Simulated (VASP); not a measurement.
Here is a VASP 6.6.1 calculation.

File POSCAR:

```
PbSe
1.0
    0.0000000000      3.4232041378      3.4232041378
    3.4232041378      0.0000000000      3.4232041378
    3.4232041378      3.4232041378      0.0000000000
Pb Se
1 1
Direct
    0.0000000000      0.0000000000      0.0000000000
    0.2500000000      0.2500000000      0.2500000000
```

INCAR.step1

```
  ALGO = Normal
  EDIFF = 1E-4
  ENCUT = 520
  GGA = PE
  ISMEAR = -1
  LASPH = True
  LCHARG = False
  LREAL = False
  LWAVE = True
  NBANDS = 17
  NELM = 80
  PREC = Accurate
  SIGMA = 0.02
```

File INCAR.step2:

```
  ALGO = Normal
  EDIFF = 1E-6
  ENCUT = 520
  ISIF = 2
  ISMEAR = -1
  ISTART = 1
  LASPH = True
  LCHARG = False
  LMIXTAU = True
  LREAL = False
  LWAVE = False
  METAGGA = R2SCAN
  NBANDS = 17
  NELM = 80
  PREC = Accurate
  SIGMA = 0.02
```

The input KPOINTS:

```
k-points
0
Gamma
  6 6 6
```

Potentials or basis: VASP PAW PBE potentials, release 64 (Pb_d, Se).

Launch:

```sh
$ cat potpaw_PBE.64/Pb_d/POTCAR potpaw_PBE.64/Se/POTCAR > POTCAR
$ cp INCAR.step1 INCAR
$ mpirun -np 1 vasp_std > vasp.out
$ cp INCAR.step2 INCAR
$ mpirun -np 1 vasp_std > vasp.out
```

Q: Estimate the band gap on the k mesh.

A: 0.93 eV (least direct gap 1.34 eV).

Q: Estimate the pressure.

A: 0.0 GPa.

Caveat: the structure was generated, so it needn't be the stable form of PbSe; the PAW data sets were made with another functional, which shifts forces and pressure a little; spin-orbit coupling is left out, which moves the levels of the heavy elements. A k mesh can miss the band edges.
